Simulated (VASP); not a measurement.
Ir:

```
CELL_PARAMETERS angstrom
0.00000 1.98922 1.84142
1.98922 0.00000 1.84142
1.98922 1.98922 0.00000
ATOMIC_POSITIONS crystal
Ir 0.00000 0.00000 0.00000
```

This cell differs from its parent crystal: volume 14.573 Å^3 an atom, c/a of the conventional cell 0.9257.

Base run:

```yaml
Program: VASP 6.6.1
Functional: LDA
Potentials_or_basis: VASP PAW LDA potentials, release 64 (Ir_sv_GW)
Cutoff: 500 eV
k_mesh: 22 × 22 × 22
Occupations: gaussian, width 0.15 eV
Spin: no spin polarisation
```

Its results: pressure -18.9 GPa.

The run is repeated on the same cell with these changes: potentials or basis from VASP PAW LDA potentials, release 64 (Ir_sv_GW) to VASP PAW LDA potentials, release 64 (Ir); cutoff from 500 eV to 520 eV; further incar settings from ALGO = Normal; EDIFF = 1e-06; NBANDS = 14 to ALGO = Normal; EDIFF = 1e-06; NBANDS = 10; valence electrons from 17 to 9. What comes out?

Pressure -15.0 GPa.
